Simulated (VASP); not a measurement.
# Si2W (I4/mmm) in VASP: further runs, part 2 of 2

VASP 6.6.1.

## (3) Single point, PBEsol

This run uses another cell than the first one, of the same volume but with other edges.

INCAR reads:

```
  PREC = Accurate
  ENCUT = 520
  EDIFF = 1E-7
  ISMEAR = 0
  SIGMA = 0.15
  LREAL = F
  LASPH = T
  NELM = 80
  ALGO = Fast
  ISIF = 2
  LWAVE = F
  LCHARG = F
  GGA = PS
  NBANDS = 18
```

KPOINTS reads:

```
Automatic mesh
0
Gamma
  24 24 24
```

POSCAR reads:

```
Si2W
1.0
   -1.5068337361      1.5068337361      4.4129315373
    1.5068337361     -1.5068337361      4.4129315373
    1.5068337361      1.5068337361     -4.4129315373
Si W
2 1
Direct
    0.3344989448      0.3344989448      0.0000000000
    0.6655010552      0.6655010552      0.0000000000
    0.0000000000      0.0000000000      0.0000000000
```

Potentials or basis: VASP PAW PBE potentials, release 64 (Si, W_sv).

On the command line:

```bash
> cat potpaw_PBE.64/Si/POTCAR potpaw_PBE.64/W_sv/POTCAR > POTCAR
> mpirun -np 1 vasp_std > vasp.out
```

OUTCAR:

```text
PREC = Accurate
   ENCUT = 520
   EDIFF = 1E-7
   ISMEAR = 0
   LREAL = F
   LASPH = T
   NELM = 80
   ISIF = 2
   GGA = PS

 ion  position               nearest neighbor table
   1  0.334  0.334  0.000-   3 2.58   3 2.58   3 2.58   3 2.58   2 2.60   2 2.60   2 2.60   2 2.60
                             2 2.92   3 2.95
   2  0.666  0.666  0.000-   3 2.58   3 2.58   3 2.58   3 2.58   1 2.60   1 2.60   1 2.60   1 2.60
                             1 2.92   3 2.95
   3  0.000  0.000  0.000-   1 2.58   2 2.58   2 2.58   2 2.58   2 2.58   1 2.58   1 2.58   1 2.58
                             1 2.95   2 2.95

  LATTYP: Found a body centered tetragonal cell.
 ALAT       =     3.0136674722
 C/A-ratio  =     2.9286121166

  Lattice vectors:

 A1 = (  -1.5068337361,   1.5068337361,   4.4129315373)
 A2 = (   1.5068337361,  -1.5068337361,   4.4129315373)
 A3 = (   1.5068337361,   1.5068337361,  -4.4129315373)

Analysis of symmetry for initial positions (statically):
=====================================================================
 Subroutine PRICEL returns:
 Original cell was already a primitive cell.

 Routine SETGRP: Setting up the symmetry group for a
 body centered tetragonal supercell.

 Subroutine GETGRP returns: Found 16 space group operations
 (whereof 16 operations were pure point group operations)
 out of a pool of 16 trial point group operations.

The static configuration has the point symmetry D_4h.

Analysis of symmetry for dynamics (positions and initial velocities):
=====================================================================
 Subroutine PRICEL returns:
 Original cell was already a primitive cell.

 Routine SETGRP: Setting up the symmetry group for a
 body centered tetragonal supercell.

 Subroutine GETGRP returns: Found 16 space group operations
 (whereof 16 operations were pure point group operations)
 out of a pool of 16 trial point group operations.

[... 119 lines left out ...]
   IALGO  =     68    algorithm
   IMIX   =      4    mixing-type and parameters
     AMIX     =   0.40;   BMIX     =  1.00
     AMIX_MAG =   1.60;   BMIX_MAG =  1.00
  volume/ion in A,a.u.               =      13.36        90.16
  Fermi-wavevector in a.u.,A,eV,Ry     =   1.340427  2.533039 24.446187  1.796744
  Thomas-Fermi vector in A             =   2.468741
   LORBIT       =      0    0 simple, 1 ext, 2 COOP (PROOUT), +10 PAW based schemes
   GGA     = PS    functional components
   LHFCALC =     F    Hartree Fock is set to
   AEXX    =    0.0000 exact exchange contribution
   IVDW    =     0    specifies the selected vdW correction
   LEPSILON=     F    determine dielectric tensor
   LRPA    =     F    only Hartree local field effects (RPA)
 non-spin polarized calculation
 RMM-DIIS sequential band-by-band and
 Gauss-broadening in eV      SIGMA  =   0.15
  energy-cutoff  :      520.00
  volume of cell :       40.08
 maximum number of plane-waves:      1102
   NGX = 19   NGY = 19   NGZ = 19

 number of electron      22.0000001 magnetization

 Free energy of the ion-electron system (eV)
  ---------------------------------------------------
  ext. energy  EPLUGINS =         0.00000000
  ---------------------------------------------------
  free energy    TOTEN  =       -25.72753693 eV

  energy without entropy =      -25.71426025  energy(sigma->0) =      -25.72089859

 E-fermi :  12.1622     XC(G=0): -12.6550

 val. band max:       12.1602614238   @ k =  -0.2500   0.4167   0.2500
 cond. band min:      12.1629353488   @ k =  -0.4167  -0.4583   0.0417
 fundamental gap:      0.0026739250
 Fermi energy:        12.1622264328

 k-point     1 :       0.0000    0.0000    0.0000
  band No.  band energies     occupation
      1     -61.7144      2.00000
      2     -26.1494      2.00000
      3     -25.8054      2.00000
      4     -25.8054      2.00000
      5      -2.2059      2.00000
      6       4.6109      2.00000
[... 481 lines left out ...]
      5       1.5701      2.00000
      6       2.8111      2.00000
[... 10 lines left out ...]
     17      18.9766      0.00000
     18      19.7740      0.00000

 [... further k-points ...]

------------------------ aborting loop because EDIFF is reached ----------------------------------------

  FORCE on cell =-STRESS in cart. coord.  units (eV):
  Direction    XX          YY          ZZ          XY          YZ          ZX
  --------------------------------------------------------------------------------------
  -------------------------------------------------------------------------------------
  Total        5.1373273      5.1373273     -7.5452818      0.0000000      0.0000000     -0.0000000
  in kB      205.3666714    205.3666714   -301.6255986      0.0000000      0.0000000     -0.0000000
  external PRESSURE =      36.3692480 kB  Pullay stress =       0.0000000 kB

 VOLUME and BASIS-vectors are now :
 -----------------------------------------------------------------------------
  energy-cutoff  :      520.00
  volume of cell :       40.08
      direct lattice vectors                 reciprocal lattice vectors
    -1.506833736  1.506833736  4.412931537     0.000000000  0.331821612  0.113303367
     1.506833736 -1.506833736  4.412931537     0.331821612  0.000000000  0.113303367
     1.506833736  1.506833736 -4.412931537     0.331821612  0.331821612  0.000000000

 POSITION                                       TOTAL-FORCE (eV/Angst)
 -----------------------------------------------------------------------------------
      0.00000      0.00000      2.95224         0.000000      0.000000      0.238179
      0.00000      0.00000      5.87362        -0.000000     -0.000000     -0.238179
      0.00000      0.00000      0.00000        -0.000000     -0.000000     -0.000000
 -----------------------------------------------------------------------------------
    total drift:                                0.000000     -0.000000     -0.000000

  FREE ENERGIE OF THE ION-ELECTRON SYSTEM (eV)
  ---------------------------------------------------
  free  energy   TOTEN  =       -25.7275369289 eV

  energy  without entropy=      -25.7142602539  energy(sigma->0) =      -25.72089859
```

OSZICAR:

```text
N       E                     dE             d eps       ncg     rms          rms(c)
DAV:   1     0.129285260011E+03    0.12929E+03   -0.10878E+04 38300   0.123E+03
DAV:   2    -0.221260690106E+02   -0.15141E+03   -0.14777E+03 43940   0.322E+02
DAV:   3    -0.265776683075E+02   -0.44516E+01   -0.43811E+01 47522   0.496E+01
DAV:   4    -0.266175468186E+02   -0.39879E-01   -0.39823E-01 44772   0.489E+00
DAV:   5    -0.266179623369E+02   -0.41552E-03   -0.41549E-03 45312   0.536E-01    0.260E+01
RMM:   6    -0.258872377276E+02    0.73072E+00   -0.17445E+00 43988   0.854E+00    0.994E+00
RMM:   7    -0.257526897657E+02    0.13455E+00   -0.25009E-01 47281   0.275E+00    0.430E+00
RMM:   8    -0.257297668532E+02    0.22923E-01   -0.10187E-01 49264   0.201E+00    0.363E-01
RMM:   9    -0.257272980032E+02    0.24689E-02   -0.13543E-02 48969   0.848E-01    0.188E-01
RMM:  10    -0.257275272378E+02   -0.22923E-03   -0.35960E-03 51683   0.395E-01    0.180E-01
RMM:  11    -0.257275332892E+02   -0.60514E-05   -0.46211E-04 51352   0.184E-01    0.297E-02
RMM:  12    -0.257275371295E+02   -0.38403E-05   -0.14017E-04 50052   0.911E-02    0.430E-02
RMM:  13    -0.257275376138E+02   -0.48431E-06   -0.15822E-05 53846   0.307E-02    0.252E-02
RMM:  14    -0.257275369255E+02    0.68830E-06   -0.38765E-06 48212   0.147E-02    0.815E-03
RMM:  15    -0.257275369289E+02   -0.34074E-08   -0.70957E-07 44499   0.658E-03
   1 F= -.25727537E+02 E0= -.25720899E+02  d E =-.132767E-01
```

Run time: 40 min. Hardware: 1 thread of Oxide Virtual Turin-like, shared host; peak memory 0.77 GiB.

What came out:

```
Free energy            : -25.7275 eV
Pressure               : 3.6 GPa
Largest force          : 0.238 eV/Å
Band gap on the k mesh : zero (bands 11 and 12 overlap by 2.64 eV)
```

Forces on the atoms (eV/Å):
```
Si   0.000  0.000  0.238
Si   0.000  0.000 -0.238
W    0.000  0.000  0.000
```

Caveat: the stress differs along the axes, from -30 to 21 GPa; the PAW data sets were made with another functional, which shifts forces and pressure a little; spin-orbit coupling is left out, which moves the levels of the heavy elements.

## (4) Single point, PBEsol

This run uses another cell than the first one, of the same volume but with other edges.

INCAR reads:

```
SYSTEM = Si2W
  PREC = Accurate
  ENCUT = 520
  EDIFF = 1E-6
  ISMEAR = 0
  SIGMA = 0.15
  LREAL = .FALSE.
  LASPH = .TRUE.
  NELM = 60
  ALGO = Fast
  ISIF = 2
  LWAVE = .FALSE.
  LCHARG = .FALSE.
  GGA = PS
  NBANDS = 18
```

KPOINTS reads:

```
Automatic mesh
0
G
  24 24 24
  0 0 0
```

POSCAR reads:

```
Si2W
1.0
   -1.6231874366      1.6231874366      3.8029491155
    1.6231874366     -1.6231874366      3.8029491155
    1.6231874366      1.6231874366     -3.8029491155
Si W
2 1
Direct
    0.3344989448      0.3344989448      0.0000000000
    0.6655010552      0.6655010552      0.0000000000
    0.0000000000      0.0000000000      0.0000000000
```

On the command line:

```bash
> cat potpaw_PBE.64/Si/POTCAR potpaw_PBE.64/W_sv/POTCAR > POTCAR
> mpirun -np 1 vasp_std > vasp.out
```

Wall time 41 min (1 thread of Oxide Virtual Turin-like, shared host); peak memory 0.77 GiB.

Results (log left out):

```yaml
Free_energy: -26.5788 eV
Pressure: 1.7 GPa
Band_gap_on_the_k_mesh: zero (bands 11 and 12 overlap by 1.06 eV)
```

Stress tensor (GPa, compression positive):
```
-4.58  0.00  0.00
 0.00 -4.58  0.00
 0.00  0.00 14.16
```

Levels at points of the mesh, in eV from the Fermi level:
| k point | band 7 | band 8 | band 9 | band 10 | band 11 | band 12 | band 13 | band 14 | band 15 | band 16 |
| --- | --- | --- | --- | --- | --- | --- | --- | --- | --- | --- |
| (0.00, 0.00, 0.00) | -3.23 | -3.08 | -2.95 | -2.95 | 0.49 | 2.71 | 2.93 | 2.93 | 2.96 | 4.89 |
| (0.50, 0.00, 0.00) | -5.55 | -4.68 | -2.92 | -2.63 | -0.47 | 2.58 | 2.69 | 4.45 | 4.87 | 4.97 |
| (0.50, 0.50, 0.00) | -6.00 | -5.37 | -5.02 | -2.92 | -1.70 | 2.87 | 3.05 | 3.36 | 4.50 | 4.55 |
| (0.50, 0.50, 0.50) | -3.83 | -2.64 | -0.99 | -0.99 | -0.36 | -0.36 | 0.71 | 5.34 | 5.36 | 6.43 |

Caveat: the stress differs along the axes, from -5 to 14 GPa; the PAW data sets were made with another functional, which shifts forces and pressure a little; spin-orbit coupling is left out, which moves the levels of the heavy elements.

## (5) The runs side by side

| cell | further INCAR settings | gap on the mesh (eV) | pressure (GPa) | largest force (eV/Å) |
| --- | --- | --- | --- | --- |
| a = 4.244 Å, angles 133.1, 133.1, 68.6°, 3 atoms | ALGO = Fast; EDIFF = 1e-06; NBANDS = 18 | none | 11.8 | 0.40 |
| a = 4.901 Å, angles 144.2, 144.2, 51.6°, 3 atoms | ALGO = Fast; EDIFF = 1e-07; NBANDS = 18 | none | 3.6 | 0.24 |
| a = 4.442 Å, angles 137.1, 137.1, 62.2°, 3 atoms | ALGO = Fast; EDIFF = 1e-06; NBANDS = 18 | none | 1.7 | - |

Alike in all rows: task single point; level PBEsol; potentials or basis VASP PAW PBE potentials, release 64 (Si, W_sv); no spin polarisation; k mesh 24 × 24 × 24; cutoff (eV) 520; smearing gaussian 0.15 eV.

Caveats: the PAW data sets were made with another functional, which shifts forces and pressure a little; spin-orbit coupling is left out, which moves the levels of the heavy elements; the stress differs along the axes, from -17 to 69 GPa (at least some runs); the stress differs along the axes, from -30 to 21 GPa (at least some runs); the stress differs along the axes, from -5 to 14 GPa (at least some runs).

Total energies depend on the potentials used, so only differences within one code and one set of settings carry meaning.
